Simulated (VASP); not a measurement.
A run of VASP 6.6.1:

POSCAR

```
SrVO3
1.0
    3.8409000000      0.0000000000      0.0000000000
    0.0000000000      3.8409000000      0.0000000000
    0.0000000000      0.0000000000      3.8409000000
Sr V O
1 1 3
Direct
    0.5000000000      0.5000000000      0.5000000000
    0.0000000000      0.0000000000      0.0000000000
    0.5000000000      0.0000000000      0.0000000000
    0.0000000000      0.5000000000      0.0000000000
    0.0000000000      0.0000000000      0.5000000000
```

The input INCAR.step1:

```
PREC = Accurate
ENCUT = 520
ISMEAR = 0
SIGMA = 0.1
LREAL = False
LASPH = True
NELM = 150
ISPIN = 2
MAGMOM = 0 0.9 0 0 0
LMAXMIX = 4
NBANDS = 32
GGA = PE
ALGO = Normal
EDIFF = 1E-4
LWAVE = True
LCHARG = False
```

Contents of INCAR.step2:

```
PREC = Accurate
ENCUT = 520
EDIFF = 1E-6
ISMEAR = 0
SIGMA = 0.1
LREAL = False
LASPH = True
NELM = 150
ALGO = Normal
ISIF = 2
LWAVE = False
LCHARG = False
ISPIN = 2
MAGMOM = 0 0.9 0 0 0
LORBIT = 11
LMAXMIX = 4
METAGGA = R2SCAN
LMIXTAU = True
NBANDS = 32
ISTART = 1
```

KPOINTS

```
Automatic mesh
0
Gamma
  10 10 10
```

Potentials or basis: VASP PAW PBE potentials, release 64 (Sr_sv, V_sv, O).

The run is started by

```sh
$ cat potpaw_PBE.64/Sr_sv/POTCAR potpaw_PBE.64/V_sv/POTCAR potpaw_PBE.64/O/POTCAR > POTCAR
$ cp INCAR.step1 INCAR
$ mpirun -np 1 vasp_std > vasp.out
$ cp INCAR.step2 INCAR
$ mpirun -np 1 vasp_std > vasp.out
```

Hardware: 1 thread of Intel(R) Xeon(R) 6975P-C (Granite Rapids) (shared host).

Problem. How long does it take, and how much memory?

Solution. Wall time 29 min on 1 thread of Intel(R) Xeon(R) 6975P-C (Granite Rapids), with other jobs on the host, peak memory 0.34 GiB. Counts: k points 56.
